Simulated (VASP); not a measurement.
Set up this calculation in VASP 6.6.1, as the native input.

- Task: single point
- Functional: PBEsol
- Potentials or basis: VASP PAW PBE potentials, release 64 (Ta_pv, C)
- Cutoff: 520 eV
- k mesh: 15 × 15 × 8
- Occupations: gaussian, width 0.1 eV
- Spin: no spin polarisation
- Dipole correction: no
- Further INCAR settings: ALGO = Normal; EDIFF = 1e-06; NBANDS = 20

The structure of Ta2C lies in POSCAR:

```
Ta2C
1.0
    3.1059007354      0.0000000000      0.0000000000
   -1.5529503677      2.6897889385      0.0000000000
    0.0000000000      0.0000000000      4.9464000000
Ta C
2 1
Direct
    0.3333333333      0.6666666667      0.2520100000
    0.6666666667      0.3333333333      0.7479900000
    0.0000000000      0.0000000000      0.0000000000
```

These files were run (other wordings do the same):

INCAR

```
PREC = Accurate ; ENCUT = 520
EDIFF = 1E-6 ; ISMEAR = 0
SIGMA = 0.1 ; LREAL = F
LASPH = T ; NELM = 100
ALGO = Normal ; ISIF = 2
LWAVE = F ; LCHARG = T
GGA = PS ; LELF = T
LVHAR = T ; NBANDS = 20
```

KPOINTS

```
regular mesh
0
Gamma
  15 15 8
```

Potentials or basis: VASP PAW PBE potentials, release 64 (Ta_pv, C).

The run is started by

```sh
$ cat potpaw_PBE.64/Ta_pv/POTCAR potpaw_PBE.64/C/POTCAR > POTCAR
$ mpirun -np 1 vasp_std > vasp.out
```

Results of the run:

```
Pressure               : -2.6 GPa
Largest force          : 0.092 eV/Å
Band gap on the k mesh : zero (band 13 reaches 6.89 eV, above the bottom of band 14 at 6.11 eV)
```

Caveat: the PAW data sets were made with another functional, which shifts forces and pressure a little; spin-orbit coupling is left out, which moves the levels of the heavy elements.

Run time: 110 s on 1 thread of Intel Xeon 6455B, with other jobs on the host, peak memory 0.27 GiB.
